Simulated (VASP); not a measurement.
# TaN (P-62m) in VASP: relaxation of cell and atoms with r2SCAN+D4

Aim: the relaxation of cell and atoms of TaN with r2SCAN+D4.

Everything below comes from runs of VASP 6.6.1. Logs are shortened: lines on timing, memory, paths and dates and some standing lists are left out, and cuts for length are marked.

### 1 The cell of the first run

It takes space group P-62m (No. 189, hexagonal). The conventional cell has a = 5.196 Å, b = 5.196 Å, c = 2.911 Å, α = 90.00°, β = 90.00°, γ = 120.00°. Ta (site symmetry -6) has 6 N at 2.16 Å and 5 Ta at 2.91 to 3.00 Å within 3.0 Å. Ta (site symmetry -62m) has 3 N at 2.04 Å within 2.7 Å. Within 3.0 Å of N (site symmetry m2m) lie 5 Ta at 2.04 to 2.16 Å and 6 N at 2.77 to 2.91 Å.

### 2 Relaxation of cell and atoms, r2SCAN+D4

POSCAR reads:

```
TaN
1.0
    5.1960000000      0.0000000000      0.0000000000
   -2.5980000000      4.4998680000      0.0000000000
    0.0000000000      0.0000000000      2.9110000000
Ta N
3 3
Direct
    0.3333333333      0.6666666667      0.5000000000
    0.6666666667      0.3333333333      0.5000000000
    0.0000000000      0.0000000000      0.0000000000
    0.3928500000      0.0000000000      0.0000000000
    0.6071500000      0.6071500000      0.0000000000
    0.0000000000      0.3928500000      0.0000000000
```

INCAR.step1 reads:

```
ALGO = Normal
EDIFF = 1E-4
ENCUT = 600
GGA = PE
ISMEAR = -1
LASPH = True
LCHARG = False
LREAL = False
LWAVE = True
NELM = 80
PREC = Accurate
SIGMA = 0.15
```

INCAR.step2 reads:

```
ALGO = Normal
EDIFF = 1E-6
EDIFFG = -0.01
ENCUT = 600
IBRION = 2
ISIF = 3
ISMEAR = -1
ISTART = 1
IVDW = 13
LASPH = True
LCHARG = False
LMIXTAU = True
LREAL = False
LWAVE = False
METAGGA = R2SCAN
NELM = 80
NSW = 80
PREC = Accurate
SIGMA = 0.15
VDW_A1 = 0.51559235
VDW_A2 = 5.77342911
VDW_S6 = 1.0
VDW_S8 = 0.6018749
```

KPOINTS reads:

```
k-points
0
Gamma
  6 6 9
```

Potentials or basis: VASP PAW PBE potentials, release 64 (Ta_pv, N).

Started as:

```console
$ cat potpaw_PBE.64/Ta_pv/POTCAR potpaw_PBE.64/N/POTCAR > POTCAR
$ cp INCAR.step1 INCAR
$ mpirun -np 1 vasp_std > vasp.out
$ cp INCAR.step2 INCAR
$ mpirun -np 1 vasp_std > vasp.out
```

OUTCAR:

```text
EDIFF = 1E-6
   EDIFFG = -0.01
   ENCUT = 600
   IBRION = 2
   ISIF = 3
   ISMEAR = -1
   ISTART = 1
   IVDW = 13
   LASPH = True
   LREAL = False
   METAGGA = R2SCAN
   NELM = 80
   NSW = 80
   PREC = Accurate

 ion  position               nearest neighbor table
   1  0.333  0.667  0.500-   5 2.16   5 2.16   6 2.16   6 2.16   4 2.16   4 2.16   2 3.00   2 3.00
                             2 3.00   3 3.33   3 3.33   3 3.33   3 3.33   3 3.33   3 3.33
   2  0.667  0.333  0.500-   6 2.16   6 2.16   4 2.16   4 2.16   5 2.16   5 2.16   1 3.00   1 3.00
                             1 3.00   3 3.33   3 3.33   3 3.33   3 3.33   3 3.33   3 3.33
   3  0.000  0.000  0.000-   4 2.04   5 2.04   6 2.04   2 3.33   1 3.33   1 3.33   2 3.33   2 3.33
                             2 3.33   1 3.33   1 3.33   2 3.33   2 3.33   1 3.33   1 3.33
   4  0.393  0.000  0.000-   3 2.04   1 2.16   1 2.16   2 2.16   2 2.16
   5  0.607  0.607  0.000-   3 2.04   1 2.16   1 2.16   2 2.16   2 2.16
   6  0.000  0.393  0.000-   3 2.04   2 2.16   2 2.16   1 2.16   1 2.16

  LATTYP: Found a hexagonal cell.
 ALAT       =     5.1960000000
 C/A-ratio  =     0.5602386451

  Lattice vectors:

 A1 = (   5.1960000000,   0.0000000000,   0.0000000000)
 A2 = (  -2.5980000000,   4.4998680000,   0.0000000000)
 A3 = (   0.0000000000,   0.0000000000,   2.9110000000)

Analysis of symmetry for initial positions (statically):
=====================================================================
 Subroutine PRICEL returns:
 Original cell was already a primitive cell.

 Routine SETGRP: Setting up the symmetry group for a
 hexagonal supercell.

 Subroutine GETGRP returns: Found 12 space group operations
 (whereof 12 operations were pure point group operations)
 out of a pool of 24 trial point group operations.

The static configuration has the point symmetry D_3h.

Analysis of symmetry for dynamics (positions and initial velocities):
=====================================================================
 Subroutine PRICEL returns:
 Original cell was already a primitive cell.

 Routine SETGRP: Setting up the symmetry group for a
 hexagonal supercell.

 Subroutine GETGRP returns: Found 12 space group operations
 (whereof 12 operations were pure point group operations)
 out of a pool of 24 trial point group operations.

The dynamic configuration has the point symmetry D_3h.

 Subroutine INISYM returns: Found 12 space group operations
 (whereof 12 operations are pure point group operations),
 and found     1 'primitive' translations

----------------------------------------------------------------------------------------

                                     Primitive cell

  volume of cell :      68.0630

  direct lattice vectors                    reciprocal lattice vectors
     5.196000000  0.000000000  0.000000000     0.192455735  0.111114370  0.000000000
    -2.598000000  4.499868000  0.000000000     0.000000000  0.222228741  0.000000000
     0.000000000  0.000000000  2.911000000     0.000000000  0.000000000  0.343524562

  length of vectors
     5.196000000  5.196000002  2.911000000     0.222228741  0.222228741  0.343524562

  position of ions in fractional coordinates (direct lattice)
     0.333333333  0.666666667  0.500000000
     0.666666667  0.333333333  0.500000000
     0.000000000  0.000000000  0.000000000
     0.392850000  0.000000000  0.000000000
     0.607150000  0.607150000  0.000000000
     0.000000000  0.392850000  0.000000000

  ion indices of the primitive-cell ions
   primitive index   ion index
                 1           1
                 2           2
                 3           3
                 4           4
                 5           5
                 6           6

----------------------------------------------------------------------------------------

 KPOINTS: k-points

Automatic generation of k-mesh.
 Grid dimensions read from file:
 generate k-points for:    6    6    9

 Generating k-lattice:

  Cartesian coordinates                     Fractional coordinates (reciprocal lattice)
     0.032075956  0.018519062  0.000000000     0.166666667  0.000000000  0.000000000
     0.000000000  0.037038123  0.000000000     0.000000000  0.166666667  0.000000000
     0.000000000  0.000000000  0.038169396     0.000000000  0.000000000  0.111111111

  Length of vectors
     0.037038124  0.037038123  0.038169396

  Shift w.r.t. Gamma in fractional coordinates (k-lattice)
     0.000000000  0.000000000  0.000000000

 Subroutine IBZKPT returns following result:
 ===========================================

 Found     35 irreducible k-points:

 Following reciprocal coordinates:
            Coordinates               Weight
  0.000000  0.000000  0.000000      1.000000
  0.166667  0.000000  0.000000      6.000000
  0.333333 -0.000000  0.000000      6.000000
  0.500000  0.000000  0.000000      3.000000
  0.166667  0.166667  0.000000      6.000000
  0.333333  0.166667  0.000000     12.000000
[... 16 lines left out ...]
  0.166667  0.000000  0.333333     12.000000
  0.333333 -0.000000  0.333333     12.000000
 [... further k-points ...]
   k-points           NKPTS =     35   k-points in BZ     NKDIM =     35   number of bands    NBANDS=     28
   number of dos      NEDOS =    301   number of ions     NIONS =      6
   total plane-waves  NPLWV =  42336
   dimension x,y,z NGX =    42 NGY =   42 NGZ =   24
   dimension x,y,z NGXF=    84 NGYF=   84 NGZF=   48
   ions per type =               3   3
   NGX,Y,Z   is equivalent  to a cutoff of  13.44, 13.44, 13.71 a.u.
   NGXF,Y,Z  is equivalent  to a cutoff of  26.88, 26.88, 27.41 a.u.
 SYSTEM =  unknown system
   PREC   = accura    normal or accurate (medium, high low for compatibility)
   ISTART =      1    job   : 0-new  1-cont  2-samecut
   ICHARG =      0    charge: 1-file 2-atom 10-const
   ISPIN  =      1    spin polarized calculation?
   LNONCOLLINEAR =      F non collinear calculations
   LSORBIT =      F    spin-orbit coupling
   LASPH  =      T    aspherical Exc in radial PAW
   ENCUT  =  600.0 eV  44.10 Ry    6.64 a.u.  10.38 10.38  5.81*2*pi/ulx,y,z
   NELM   =     80;   NELMIN=  2; NELMDL=  0     # of ELM steps
   EDIFF  = 0.1E-05   stopping-criterion for ELM
   LREAL  =      F    real-space projection
   EDIFFG = -.1E-01   stopping-criterion for IOM
   NSW    =     80    number of steps for IOM
   IBRION =      2    ionic relax: 0-MD 1-quasi-New 2-CG
   NFREE  =      1    steps in history (QN), initial steepest desc. (CG)
   ISIF   =      3    stress and relaxation
   ISYM   =      2    0-nonsym 1-usesym 2-fastsym
   POTIM  = 0.5000    time-step for ionic-motion
   TEBEG  =    0.0;   TEEND  =   0.0 temperature during run
   PSTRESS=    0.0 pullay stress
   NELECT =      48.0000    total number of electrons
   NUPDOWN=      -1.0000    fix difference up-down
   EMIN   =  10.00;   EMAX   =-10.00  energy-range for DOS
   EFERMI =   0.00;   METHOD = LEGACY
   ISMEAR =    -1;   SIGMA  =   0.15  broadening in eV -4-tet -1-fermi 0-gaus
   EFERMI_NEDOS =   21; number of points for ismear=-14 and -15
   IALGO  =     38    algorithm
   IMIX   =      4    mixing-type and parameters
     AMIX     =   0.40;   BMIX     =  1.00
     AMIX_MAG =   1.60;   BMIX_MAG =  1.00
  volume/ion in A,a.u.               =      11.34        76.55
  Fermi-wavevector in a.u.,A,eV,Ry     =   1.457197  2.753703 28.890916  2.123422
  Thomas-Fermi vector in A             =   2.574026
   LORBIT       =      0    0 simple, 1 ext, 2 COOP (PROOUT), +10 PAW based schemes
   METAGGA = R2SCAN    functional components
   LHFCALC =     F    Hartree Fock is set to
   AEXX    =    0.0000 exact exchange contribution
   IVDW    =    13    specifies the selected vdW correction
   LEPSILON=     F    determine dielectric tensor
   LRPA    =     F    only Hartree local field effects (RPA)
 conjugate gradient relaxation of ions
 non-spin polarized calculation
  energy-cutoff  :      600.00
  volume of cell :       68.06
 maximum number of plane-waves:      2304
 NGX is ok and might be reduce to    42
   NGX = 21   NGY = 21   NGZ = 11

--------------------------------------- Ionic step        1  -------------------------------------------

 number of electron      48.0000003 magnetization

 Free energy of the ion-electron system (eV)
  ---------------------------------------------------
  ext. energy  EPLUGINS =         0.00000000
  ---------------------------------------------------
  free energy    TOTEN  =      -181.32478134 eV

  energy without entropy =     -181.27531401  energy(sigma->0) =     -181.30004768

------------------------ aborting loop because EDIFF is reached ----------------------------------------

  DFT-D4 for vdW energy calculation

  Edisp (eV):   -0.65326

  FORCE on cell =-STRESS in cart. coord.  units (eV):
  Direction    XX          YY          ZZ          XY          YZ          ZX
  --------------------------------------------------------------------------------------
  -------------------------------------------------------------------------------------
  Total       0.31256     0.31256    -0.09740     0.00000     0.00000     0.00000
  in kB       7.35756     7.35756    -2.29282     0.00000     0.00000     0.00000
  external pressure =        4.14 kB  Pullay stress =        0.00 kB
[... 201 lines left out ...]
  energy  without entropy=     -181.9289160795  energy(sigma->0) =     -181.95378293

--------------------------------------- Ionic step        6  -------------------------------------------

 number of electron      48.0000001 magnetization

 Free energy of the ion-electron system (eV)
  ---------------------------------------------------
  ext. energy  EPLUGINS =         0.00000000
  ---------------------------------------------------
  free energy    TOTEN  =      -181.32641560 eV

  energy without entropy =     -181.27659983  energy(sigma->0) =     -181.30150772

 E-fermi :   8.2767     XC(G=0): -13.9756

 val. band max:        8.2664989364   @ k =   0.0000   0.0000   0.2222
 cond. band min:       8.3110857955   @ k =   0.1667   0.0000   0.2222
 fundamental gap:      0.0445868590
 Fermi energy:         8.2767223567

 k-point     1 :       0.0000    0.0000    0.0000
  band No.  band energies     occupation
      1     -29.2868      2.00000
      2     -29.2868      2.00000
      3     -28.9192      2.00000
      4     -28.9192      2.00000
      5     -28.7348      2.00000
      6     -28.6247      2.00000
[... 733 lines left out ...]
     27      10.5329      0.00000
     28      10.7646      0.00000

 [... further k-points ...]

------------------------ aborting loop because EDIFF is reached ----------------------------------------

  DFT-D4 for vdW energy calculation

  Edisp (eV):   -0.65226

  FORCE on cell =-STRESS in cart. coord.  units (eV):
  Direction    XX          YY          ZZ          XY          YZ          ZX
  --------------------------------------------------------------------------------------
  -------------------------------------------------------------------------------------
  Total      -0.00683    -0.00683    -0.01053     0.00000     0.00000    -0.00000
  in kB      -0.16058    -0.16058    -0.24757     0.00000     0.00000    -0.00000
  external pressure =       -0.19 kB  Pullay stress =        0.00 kB
[... 21 lines left out ...]
  FREE ENERGIE OF THE ION-ELECTRON SYSTEM (eV)
  ---------------------------------------------------
  free  energy   TOTEN  =      -181.9786707572 eV

  energy  without entropy=     -181.9288549802  energy(sigma->0) =     -181.95376287

 reached required accuracy - stopping structural energy minimisation
```

Wall time 10 min (1 thread of Intel Xeon 6975P-C (Granite Rapids), shared host); peak memory 0.26 GiB.

Results:

- Free energy: -181.9787 eV
- Relaxed volume: 11.36 Å³/atom
- Relaxed cell: a = 5.203 Å, b = 5.203 Å, c = 2.908 Å, α = 90.00°, β = 90.00°, γ = 120.00°
- Space group after relaxing (to 0.1 Å): P-62m (No. 189)
- Energy gained by relaxing: 0.1 meV/atom
- Ionic steps: 6
- Pressure after relaxing: 0.0 GPa
- Largest force after relaxing: 0.004 eV/Å
- Band gap on the k mesh: zero (bands 24 and 25 overlap by 3.15 eV)
- Dispersion energy per atom: -0.109 eV

Forces in eV/Å, atoms in the order of the input:
```
Ta   0.000  0.000  0.000
Ta   0.000  0.000  0.000
Ta   0.000  0.000  0.000
N    0.004  0.000  0.000
N   -0.002 -0.004  0.000
N   -0.002  0.004  0.000
```

Step by step:
| step | energy change (eV) | largest force (eV/Å) | pressure (GPa) | volume (Å³) |
| --- | --- | --- | --- | --- |
| 1 | 0.0000 | 0.0416 | 0.41 | 68.06 |
| 2 | 0.0000 | 0.0352 | -0.92 | 68.35 |
| 3 | -0.0005 | 0.0391 | -0.24 | 68.20 |
| 4 | -0.0005 | 0.0038 | 0.25 | 68.12 |
| 5 | -0.0006 | 0.0141 | 0.05 | 68.16 |
| 6 | -0.0006 | 0.0043 | -0.02 | 68.17 |

Final structure:
```
Ta N
1.0
     5.20283    0.00000    0.00000
    -2.60142    4.50579    0.00000
     0.00000    0.00000    2.90812
Ta N
3 3
Direct
  0.33333 0.66667 0.50000
  0.66667 0.33333 0.50000
  0.00000 0.00000 0.00000
  0.39225 0.00000 0.00000
  0.60775 0.60775 0.00000
  0.00000 0.39225 0.00000
```

Caveat: the PAW data sets were made with another functional, which shifts forces and pressure a little; spin-orbit coupling is left out, which moves the levels of the heavy elements.
